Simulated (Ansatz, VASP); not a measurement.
## LiBr in VASP and in Ansatz

```
CELL_PARAMETERS angstrom
-2.75540 2.75540 0.00000
0.00000 0.00000 5.51081
2.75540 2.75540 0.00000
ATOMIC_POSITIONS crystal
Li 0.00000 0.00000 0.00000
Li 0.50000 0.50000 0.50000
Br 0.50000 0.00000 0.50000
Br 0.00000 0.50000 0.00000
```

Alike in both runs: task single point; functional PBE; k mesh 8 × 6 × 8; occupations fermi-dirac, width 0.02 eV; no spin polarisation.

|  | VASP | Ansatz |
| --- | --- | --- |
| version | VASP 6.6.1 | Ansatz 0.2.0 |
| potentials or method | VASP PAW PBE potentials, release 64 (Li_sv, Br), cutoff 750 eV | all-electron LAPW, scalar-relativistic |

Ansatz gave:

* gap on the k mesh at the Fermi level (eV): 4.91
* pressure (GPa): 0.0

Q: What did VASP give for the same quantities?

A: gap on the k mesh at the Fermi level (eV): 4.91; pressure (GPa): -0.1.

Ansatz ran all-electron here, and VASP with PAW potentials.
